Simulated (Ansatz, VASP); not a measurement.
MnO in VASP and in Ansatz

The input INCAR:

```
SYSTEM = MnO
PREC     = Accurate       ! precision mode
ENCUT    = 520            ! plane-wave cutoff, eV
EDIFF    = 1E-6           ! SCF threshold, eV
ISMEAR   = 0              ! smearing method
SIGMA    = 0.05           ! smearing width, eV
LREAL    = .FALSE.        ! projectors in reciprocal space
LASPH    = .TRUE.         ! aspherical terms in the spheres
NELM     = 150            ! most SCF steps
ALGO     = Normal         ! electronic algorithm
ISIF     = 2              ! what is computed and relaxed
LWAVE    = .FALSE.        ! write WAVECAR
LCHARG   = .FALSE.        ! write CHGCAR
ISPIN    = 2              ! spin polarisation
MAGMOM   = 0.5 0          ! initial moments
LORBIT   = 11             ! projections on sites
LMAXMIX  = 4              ! l up to which the mixer works
NBANDS   = 20             ! bands
```

The input KPOINTS:

```
regular mesh
0
G
  14 14 14
  0 0 0
```

POSCAR

```
MnO
1.0
    0.0000000000      2.2220003343      2.2220003343
    2.2220003343      0.0000000000      2.2220003343
    2.2220003343      2.2220003343      0.0000000000
Mn O
1 1
Direct
    0.0000000000      0.0000000000      0.0000000000
    0.5000000000      0.5000000000      0.5000000000
```

Input for Ansatz:

```yaml
crystal:
  lattice:
    - [0.0, 2.2220003343, 2.2220003343]
    - [2.2220003343, 0.0, 2.2220003343]
    - [2.2220003343, 2.2220003343, 0.0]
  atoms:
    - { symbol: Mn, position: [0.0, 0.0, 0.0], spin: 0.5 }
    - { symbol: O, position: [0.5, 0.5, 0.5] }
basis:
  ecutwfc: 420
  ecutrho_ratio: 4
kpoints:
  mp_grid: { grid: [14, 14, 14] }
hamiltonian:
  xc: lda
scf:
  occupations: { method: gaussian, width: 0.05 }
output:
  forces: true
  stress: true
  eigenvalues: true
  populations: true
magnetization:
  spin_polarized: true
```

Alike in both runs: task single point; functional LDA; k mesh 14 × 14 × 14; occupations gaussian, width 0.05 eV; collinear spin.

|  | VASP | Ansatz |
| --- | --- | --- |
| version | VASP 6.6.1 | Ansatz 0.2.0 |
| potentials or method | VASP PAW LDA potentials, release 64 (Mn_pv, O), cutoff 520 eV | scalar-relativistic, plane waves, PAW |
| valence electrons in the cell | 19 | 21 |

VASP gave:

```
gap on the k mesh at the Fermi level (eV)                     : none
pressure (GPa)                                                : -17.4
net moment per atom (μB)                                      : 2.26
size of the moment on the site where the two differ most (μB) : 4.12
```

Q: What did Ansatz give for the same quantities?

A: gap on the k mesh at the Fermi level (eV): none; pressure (GPa): -16.2; net moment per atom (μB): 2.30; size of the moment on the site where the two differ most (μB): 3.91.

LDA's correlation is that of Perdew and Zunger in VASP and of Perdew and Wang (1992) in Ansatz. Site moments also hang on the region over which each program counts them. A gap of «none» marks a metal or a gap that the smearing closes. VASP's potentials hold 19 valence electrons a cell and Ansatz's 21, so a difference there can come from the potentials and not from the codes.
